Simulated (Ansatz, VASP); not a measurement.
Two plane-wave programs on O

INCAR

```
  PREC = Accurate
  ENCUT = 520
  EDIFF = 1E-8
  ISMEAR = -1
  SIGMA = 0.01
  LREAL = False
  LASPH = True
  NELM = 80
  ALGO = Normal
  ISIF = 2
  LWAVE = False
  LCHARG = False
  GGA = PE
  LEFG = True
  NBANDS = 13
```

Contents of KPOINTS:

```
regular mesh
0
Gamma
  11 11 8
```

The input POSCAR:

```
O
1.0
    2.7272175000     -1.7550225000      0.0000000000
    2.6757825000      1.6739775000      0.0000000000
   -1.9649900000      0.0294748500      3.7479900000
O
2
Direct
    0.0640000000      0.0640000000      0.1530000000
    0.9360000000      0.9360000000      0.8470000000
```

Input for Ansatz:

```yaml
crystal:
  lattice:
    - [2.7272175, -1.7550225, 0.0]
    - [2.6757825, 1.6739775, 0.0]
    - [-1.96499, 0.02947485, 3.74799]
  atoms:
    - { symbol: O, position: [0.064, 0.064, 0.153] }
    - { symbol: O, position: [0.936, 0.936, 0.847] }
kpoints:
  mp_grid: { grid: [11, 11, 8] }
scf:
  occupations: { method: fermi_dirac, width: 0.01 }
hamiltonian:
  xc: pbe
  pseudopotentials: { kind: paw }
output:
  forces: true
  stress: true
  eigenvalues: true
  efg: { contact_densities: true }
```

Change from the starting cell: xy shear strain of -3 %, PAW files.

Alike in both runs: task electric field gradients; functional PBE; k mesh 11 × 11 × 8; occupations fermi-dirac, width 0.01 eV; no spin polarisation.

|  | VASP | Ansatz |
| --- | --- | --- |
| version | VASP 6.6.1 | Ansatz 0.2.0 |
| potentials or method | VASP PAW PBE potentials, release 64 (O) | PAW with Ansatz's default frozen-core files, scalar-relativistic |
| plane-wave cutoff (eV) | 520 | 420 |
| valence electrons in the cell | 12 | 12 |

|  | VASP | Ansatz | Ansatz less VASP |
| --- | --- | --- | --- |
| pressure (GPa) | 11.0 | 7.4 | -3.66 |
| traceless stress, the component that is largest in VASP (GPa) | 30.95 | 23.15 | -7.805 |
| rms of the force components (eV/Å) | 4.618 | 3.317 | -1.3007 |
| size of Vzz on the site where it differs most (V/Å²) | 114.3 | 113.7 | -0.55 |

Atom by atom the forces differ by 1.301 eV/Å (rms over components).

Noted on VASP's run: the standard files for N, O and F lose accuracy on very short bonds; spin is off for a triplet molecule.
